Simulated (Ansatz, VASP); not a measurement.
## Two plane-wave programs on O

```xyz
2
Lattice="0.0005 1.7012 4.1014 1.6929 0.0036 4.1001 1.6924 1.6977 0.0017" Properties=species:S:1:pos:R:3 pbc="T T T"
O     1.6923    1.6971    0.6083
O     1.6935    1.7054    7.5948
```

Change from the starting cell: atom 1 moved 0.15 Å; relaxed back.

Alike in both runs: functional PBE; dispersion D3(BJ); k mesh 14 × 14 × 14; occupations gaussian, width 0.15 eV; no spin polarisation.

Ansatz relaxed the structure, and its values are those at the end. VASP's run is a single point on that final structure, the one shown.

|  | VASP | Ansatz |
| --- | --- | --- |
| version | VASP 6.6.1 | Ansatz 0.2.0 |
| potentials or method | VASP PAW PBE potentials, release 64 (O), cutoff 520 eV | scalar-relativistic, plane waves, PAW |
| valence electrons in the cell | 12 | 12 |

Ansatz gave:

- gap on the k mesh at the Fermi level (eV): none
- pressure (GPa): 0.0
- rms of the force components (eV/Å): 0.001

Question: What did VASP give for the same quantities?

Answer: gap on the k mesh at the Fermi level (eV): none; pressure (GPa): 3.0; rms of the force components (eV/Å): 0.713.

A gap of «none» marks a metal or a gap that the smearing closes.

Noted on VASP's run: the standard files for N, O and F lose accuracy on very short bonds; spin is off for a triplet molecule.
